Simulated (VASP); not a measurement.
Wanted: the native input for a VASP 6.6.1 run.

* Task: single point
* Functional: PBE
* Potentials or basis: VASP PAW PBE potentials, release 64 (Al, Si, N, O)
* Cutoff: 520 eV
* k mesh: 12 × 8 × 8
* Occupations: gaussian, width 0.1 eV
* Spin: no spin polarisation
* Dipole correction: no
* Further INCAR settings: ALGO = Normal; EDIFF = 1e-07; NBANDS = 21

The structure of Al3SiNO lies in POSCAR:

```
Al3SiNO
1.0
    3.3231459235      0.0000000000      0.0413294039
    0.0000000000      5.0881781110      0.0000000000
   -0.0665641946      0.0000000000      5.2508206919
Al Si N O
3 1 1 1
Direct
    0.5005912686      0.0000000000      0.7660490447
    0.4994087314      0.0000000000      0.2339509553
    0.5000000000      0.5000000000      0.5000000000
    0.5000000000      0.5000000000      0.0000000000
    0.0000000000      0.0000000000      0.0000000000
    0.0000000000      0.5000000000      0.5000000000
```

The input as run:

INCAR

```
ALGO     = Normal         # electronic algorithm
EDIFF    = 1E-7           # SCF threshold, eV
ENCUT    = 520            # plane-wave cutoff, eV
GGA      = PE             # functional
ISIF     = 2              # what is computed and relaxed
ISMEAR   = 0              # smearing method
LASPH    = T              # aspherical terms in the spheres
LCHARG   = F              # write CHGCAR
LREAL    = F              # projectors in reciprocal space
LWAVE    = F              # write WAVECAR
NBANDS   = 21             # bands
NELM     = 80             # most SCF steps
PREC     = Accurate       # precision mode
SIGMA    = 0.1            # smearing width, eV
```

KPOINTS

```
k-points
0
Gamma
  12 8 8
```

Potentials or basis: VASP PAW PBE potentials, release 64 (Al, Si, N, O).

Launch:

```sh
$ cat potpaw_PBE.64/Al/POTCAR potpaw_PBE.64/Si/POTCAR potpaw_PBE.64/N/POTCAR potpaw_PBE.64/O/POTCAR > POTCAR
$ mpirun -np 1 vasp_std > vasp.out
```

Results of the run:

```
Pressure               : 0.0 GPa
Largest force          : 0.005 eV/Å
Band gap on the k mesh : zero (band 12 reaches 7.27 eV, above the bottom of band 13 at 4.68 eV)
```

Wall time 7.6 min on 1 thread of Intel(R) Xeon(R) Platinum 8259CL CPU @ 2.50GHz (Skylake/Cascade Lake), on a shared host, peak memory 0.54 GiB.
